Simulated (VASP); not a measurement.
Here is a VASP 6.6.1 calculation.

The input INCAR:

```
PREC     = Accurate       # precision mode
ENCUT    = 520            # plane-wave cutoff, eV
EDIFF    = 1E-7           # SCF threshold, eV
ISMEAR   = 0              # smearing method
SIGMA    = 0.05           # smearing width, eV
LREAL    = False          # projectors in reciprocal space
LASPH    = True           # aspherical terms in the spheres
NELM     = 80             # most SCF steps
ALGO     = Normal         # electronic algorithm
ISIF     = 2              # what is computed and relaxed
LWAVE    = False          # write WAVECAR
LCHARG   = False          # write CHGCAR
GGA      = CA             # functional
NBANDS   = 34             # bands
```

File KPOINTS:

```
Automatic mesh
0
Gamma
  6 6 4
```

POSCAR

```
SiO2
1.0
    5.1898593420      0.0000000000      0.0000000000
   -2.5949296710      4.4945500322      0.0000000000
    0.0000000000      0.0000000000      5.5248549937
Si O
3 6
Direct
    0.0000000000      0.5000000000      0.3333333333
    0.5000000000      0.5000000000      0.6666666667
    0.5000000000      0.0000000000      0.0000000000
    0.5843949021      0.7921974511      0.8333333333
    0.7921974511      0.5843949021      0.5000000000
    0.7921974511      0.2078025489      0.1666666667
    0.4156050979      0.2078025489      0.8333333333
    0.2078025489      0.4156050979      0.5000000000
    0.2078025489      0.7921974511      0.1666666667
```

Potentials or basis: VASP PAW LDA potentials, release 64 (Si, O).

Command:

```sh
$ cat potpaw_LDA.64/Si/POTCAR potpaw_LDA.64/O/POTCAR > POTCAR
$ mpirun -np 1 vasp_std > vasp.out
```

(1) What does it give for the band gap on the k mesh?

(2) What does it give for the pressure?

Answers

(1) 5.16 eV (least direct gap 5.40 eV).

(2) -9.4 GPa.

Caveat: the cell differs from its parent crystal (strain +0.030 along x and y, +0.000 along z); the cell stands under tension.
